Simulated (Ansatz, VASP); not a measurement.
# Two plane-wave programs on BaHfH6

```
Ba Hf H
1.0
     3.38731    0.00000    0.00000
     0.00000    3.61581    3.96333
     0.00000   -3.61581    3.96333
Ba Hf H
1 1 6
Direct
  0.50000 0.55364 0.55364
  0.00000 0.99744 0.99744
  0.50000 0.76757 0.05696
  0.50000 0.05696 0.76757
  0.50000 0.15710 0.15710
  0.00000 0.86498 0.33981
  0.00000 0.33981 0.86498
  0.00000 0.76254 0.76254
```

Change from the starting cell: the structure that the rattled cell fell into.

Alike in both runs: functional PBE; k mesh 8 × 6 × 6; occupations gaussian, width 0.02 eV; no spin polarisation.

Ansatz relaxed the structure, and its values are those at the end. VASP's run is a single point on that final structure, the one shown.

```csv
,VASP,Ansatz
version,VASP 6.6.1,Ansatz 0.2.0
potentials or method,"VASP PAW PBE potentials, release 64 (Ba_sv, Hf_pv, H), cutoff 520 eV","scalar-relativistic, plane waves, PAW"
valence electrons in the cell,26,42
```

|  | VASP | Ansatz | Ansatz less VASP |
| --- | --- | --- | --- |
| gap on the k mesh at the Fermi level (eV) | 2.35 | 2.41 | +0.066 |
| least direct gap on the mesh (eV) | 2.57 | 2.64 | +0.065 |
| pressure (GPa) | 0.4 | 0.0 | -0.38 |
| rms of the force components (eV/Å) | 0.030 | 0.003 | -0.0277 |

VASP's potentials hold 26 valence electrons a cell and Ansatz's 42, so a difference there can come from the potentials and not from the codes.

Neither program's run includes spin-orbit coupling.
